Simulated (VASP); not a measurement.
# ZnF2 (P4_2/mnm) in VASP: further runs, part 2 of 2

VASP 6.6.1.

## (3) Vibrations by perturbation theory, PBEsol

Contents of INCAR:

```
ALGO = Normal
EDIFF = 1E-8
ENCUT = 600
GGA = PS
GGA_COMPAT = False
IBRION = 8
ISIF = 2
ISMEAR = 0
KPAR = 4
LASPH = True
LCHARG = False
LREAL = False
LWAVE = False
NBANDS = 35
NELM = 120
NSW = 1
PREC = Accurate
SIGMA = 0.05
```

Contents of KPOINTS:

```
k-points
0
Gamma
  6 6 8
```

Contents of POSCAR:

```
ZnF2
1.0
    4.7177756171      0.0000000000      0.0000000000
    0.0000000000      4.7177756171      0.0000000000
    0.0000000000      0.0000000000      3.1284470562
Zn F
2 4
Direct
    0.0000000000      0.0000000000      0.0000000000
    0.5000000000      0.5000000000      0.5000000000
    0.3038554922      0.3038554922      0.0000000000
    0.1961445078      0.8038554922      0.5000000000
    0.6961445078      0.6961445078      0.0000000000
    0.8038554922      0.1961445078      0.5000000000
```

Potentials or basis: VASP PAW PBE potentials, release 64 (Zn, F).

On the command line:

```console
cat potpaw_PBE.64/Zn/POTCAR potpaw_PBE.64/F/POTCAR > POTCAR
mpirun -np 4 vasp_std > vasp.out
```

OUTCAR:

```text
EDIFF = 1E-8
   ENCUT = 600
   GGA = PS
   IBRION = 8
   ISIF = 2
   ISMEAR = 0
   LASPH = True
   LREAL = False
   NELM = 120
   NSW = 1
   PREC = Accurate

 ion  position               nearest neighbor table
   1  0.000  0.000  0.000-   3 2.03   5 2.03   4 2.04   6 2.04   4 2.04   6 2.04
   2  0.500  0.500  0.500-   4 2.03   6 2.03   5 2.04   3 2.04   3 2.04   5 2.04
   3  0.304  0.304  0.000-   1 2.03   2 2.04   2 2.04
   4  0.196  0.804  0.500-   2 2.03   1 2.04   1 2.04
   5  0.696  0.696  0.000-   1 2.03   2 2.04   2 2.04
   6  0.804  0.196  0.500-   2 2.03   1 2.04   1 2.04

  LATTYP: Found a simple tetragonal cell.
 ALAT       =     4.7177756171
 C/A-ratio  =     0.6631190862

  Lattice vectors:

 A1 = (   4.7177756171,   0.0000000000,   0.0000000000)
 A2 = (   0.0000000000,   4.7177756171,   0.0000000000)
 A3 = (   0.0000000000,   0.0000000000,   3.1284470562)

Analysis of symmetry for initial positions (statically):
=====================================================================
 Subroutine PRICEL returns:
 Original cell was already a primitive cell.

 Routine SETGRP: Setting up the symmetry group for a
 simple tetragonal supercell.

 Subroutine GETGRP returns: Found 16 space group operations
 (whereof  8 operations were pure point group operations)
 out of a pool of 16 trial point group operations.

The static configuration has the point symmetry D_2h.
 The point group associated with its full space group is D_4h.

Analysis of symmetry for dynamics (positions and initial velocities):
=====================================================================
 Subroutine PRICEL returns:
 Original cell was already a primitive cell.

 Routine SETGRP: Setting up the symmetry group for a
 simple tetragonal supercell.

[... 1124 lines left out ...]

------------------------ aborting loop because EDIFF is reached ----------------------------------------

[... ionic steps 11 to 11 ...]

--------------------------------------- Ionic step       12  -------------------------------------------

 Free energy of the ion-electron system (eV)
  ---------------------------------------------------
  ---------------------------------------------------
  free energy    TOTEN  =        -0.52660253 eV

  energy without entropy =       -0.52660253

------------------------ aborting loop because EDIFF is reached ----------------------------------------

 INTERNAL STRAIN TENSOR  FOR ION    3  DIRECTION 3   (eV/Angst):
 -----------------------------------------------------------------------------
    -0.01456 -0.02805  1.93549
    -0.02805 -0.01456  1.93549
     1.57541  1.57541 -0.01780

 INTERNAL STRAIN TENSOR FOR ION    6 for displacements in x,y,z  (eV/Angst):
          X           Y           Z          XY          YZ          ZX
  --------------------------------------------------------------------------------
  x     1.15495     0.67346     2.08697     0.92529     0.00000     0.00000
  y    -0.67346    -1.15495    -2.08697    -0.92275     0.00000     0.00000
  z     0.00000     0.00000     0.00000     0.00000    -1.57541     1.93549

 SECOND DERIVATIVES (NOT SYMMETRIZED)
 ------------------------------------
               1X          1Y          1Z          2X          2Y          2Z          3X          3Y          3Z          4X          4Y          4Z          5X          5Y          5Z          6X          6Y          6Z
  1X    -9.981930   -0.161740    0.000000    4.019628   -0.002687    0.000000    1.233039    1.645840    0.000000    1.748112   -1.563627    0.000000    1.233039    1.645840    0.000000    1.748112   -1.563627    0.000000
  1Y    -0.161740   -9.981930    0.000000   -0.002687    4.019628    0.000000    1.645840    1.233039    0.000000   -1.563627    1.748112    0.000000    1.645840    1.233039    0.000000   -1.563627    1.748112    0.000000
  1Z     0.000000    0.000000   -8.207405    0.000000    0.000000    0.075500    0.000000    0.000000   -0.044546    0.000000    0.000000    4.110498    0.000000    0.000000   -0.044546    0.000000    0.000000    4.110498
  2X     4.019628    0.002687    0.000000   -9.981930    0.161740    0.000000    1.748112    1.563627    0.000000    1.233039   -1.645840    0.000000    1.748112    1.563627    0.000000    1.233039   -1.645840    0.000000
  2Y     0.002687    4.019628    0.000000    0.161740   -9.981930    0.000000    1.563627    1.748112    0.000000   -1.645840    1.233039    0.000000    1.563627    1.748112    0.000000   -1.645840    1.233039    0.000000
  2Z     0.000000    0.000000    0.075500    0.000000    0.000000   -8.207405    0.000000    0.000000    4.110498    0.000000    0.000000   -0.044546    0.000000    0.000000    4.110498    0.000000    0.000000   -0.044546
  3X     1.238429    1.651579    0.000000    1.729286    1.571744    0.000000   -6.401752   -4.345063    0.000000   -0.590021    0.781287    0.000000    1.167463    1.133763    0.000000    2.856596   -0.793310    0.000000
  3Y     1.651579    1.238429    0.000000    1.571744    1.729286    0.000000   -4.345063   -6.401752    0.000000   -0.793310    2.856596    0.000000    1.133763    1.167463    0.000000    0.781287   -0.590021    0.000000
  3Z     0.000000    0.000000   -0.054822    0.000000    0.000000    4.108586    0.000000    0.000000   -5.022313    0.000000    0.000000    0.901795    0.000000    0.000000   -0.835040    0.000000    0.000000    0.901795
  4X     1.729286   -1.571744    0.000000    1.238429   -1.651579    0.000000   -0.590021   -0.781287    0.000000   -6.401752    4.345063    0.000000    2.856596    0.793310    0.000000    1.167463   -1.133763    0.000000
  4Y    -1.571744    1.729286    0.000000   -1.651579    1.238429    0.000000    0.793310    2.856596    0.000000    4.345063   -6.401752    0.000000   -0.781287   -0.590021    0.000000   -1.133763    1.167463    0.000000
  4Z     0.000000    0.000000    4.108586    0.000000    0.000000   -0.054822    0.000000    0.000000    0.901795    0.000000    0.000000   -5.022313    0.000000    0.000000    0.901795    0.000000    0.000000   -0.835040
  5X     1.238429    1.651579    0.000000    1.729286    1.571744    0.000000    1.167463    1.133763    0.000000    2.856596   -0.793310    0.000000   -6.401752   -4.345063    0.000000   -0.590021    0.781287    0.000000
  5Y     1.651579    1.238429    0.000000    1.571744    1.729286    0.000000    1.133763    1.167463    0.000000    0.781287   -0.590021    0.000000   -4.345063   -6.401752    0.000000   -0.793310    2.856596    0.000000
  5Z     0.000000    0.000000   -0.054822    0.000000    0.000000    4.108586    0.000000    0.000000   -0.835040    0.000000    0.000000    0.901795    0.000000    0.000000   -5.022313    0.000000    0.000000    0.901795
  6X     1.729286   -1.571744    0.000000    1.238429   -1.651579    0.000000    2.856596    0.793310    0.000000    1.167463   -1.133763    0.000000   -0.590021   -0.781287    0.000000   -6.401752    4.345063    0.000000
  6Y    -1.571744    1.729286    0.000000   -1.651579    1.238429    0.000000   -0.781287   -0.590021    0.000000   -1.133763    1.167463    0.000000    0.793310    2.856596    0.000000    4.345063   -6.401752    0.000000
  6Z     0.000000    0.000000    4.108586    0.000000    0.000000   -0.054822    0.000000    0.000000    0.901795    0.000000    0.000000   -0.835040    0.000000    0.000000    0.901795    0.000000    0.000000   -5.022313

 Eigenvectors and eigenvalues of the dynamical matrix
 ----------------------------------------------------

   1 f  =   15.246386 THz    95.795869 2PiTHz  508.564699 cm-1    63.053958 meV
             X         Y         Z           dx          dy          dz
      0.000000  0.000000  0.000000     0.000000   -0.000000   -0.000000
      2.358888  2.358888  1.564224     0.000000   -0.000000    0.000000
      1.433522  1.433522  0.000000    -0.353553   -0.353553   -0.000000
      0.925366  3.792410  1.564224    -0.353553    0.353553    0.000000
      3.284254  3.284254  0.000000     0.353553    0.353553   -0.000000
      3.792410  0.925366  1.564224     0.353553   -0.353553   -0.000000
[... 145 lines left out ...]
  18 f/i=    0.008808 THz     0.055345 2PiTHz    0.293816 cm-1     0.036428 meV
             X         Y         Z           dx          dy          dz
      0.000000  0.000000  0.000000    -0.489231    0.276005    0.000000
      2.358888  2.358888  1.564224    -0.489284    0.276098    0.000000
      1.433522  1.433522  0.000000    -0.264553    0.149366    0.000000
      0.925366  3.792410  1.564224    -0.264388    0.149075    0.000000
      3.284254  3.284254  0.000000    -0.264553    0.149366    0.000000
      3.792410  0.925366  1.564224    -0.264388    0.149075    0.000000

--------------------------------------------------------------------------------------------------------

 ELASTIC MODULI CONTR FROM IONIC RELAXATION (kBar)
 Direction    XX          YY          ZZ          XY          YZ          ZX
 --------------------------------------------------------------------------------
 XX         -68.0232     29.6905    -43.7534     -0.0000     -0.0000     -0.0000
 YY          29.6905    -68.0232    -43.7534     -0.0000      0.0000      0.0000
 ZZ         -43.7534    -43.7534    -99.8813     -0.0000      0.0000      0.0000
 XY          -0.0000     -0.0000     -0.0000     -8.6980      0.0000      0.0000
 YZ          -0.0000      0.0000      0.0000      0.0000    -54.5537     -0.0000
 ZX          -0.0000      0.0000      0.0000      0.0000     -0.0000    -82.3416
 --------------------------------------------------------------------------------
```

It took 4.5 min on 4 MPI ranks of Intel Xeon Platinum 8559C (Emerald Rapids), shared host; peak memory 0.66 GiB.

What came out:

```yaml
Highest_phonon_frequency_at_Γ_LO-TO_splitting_left_out: 509 cm⁻¹
```

Phonon frequencies in cm⁻¹ (negative: imaginary):
```
              q point                                                       frequencies
(0.000, 0.000, 0.000)  0 0 0 56 115 160 160 238 242 242 245 245 303 339 362 386 386 509
```
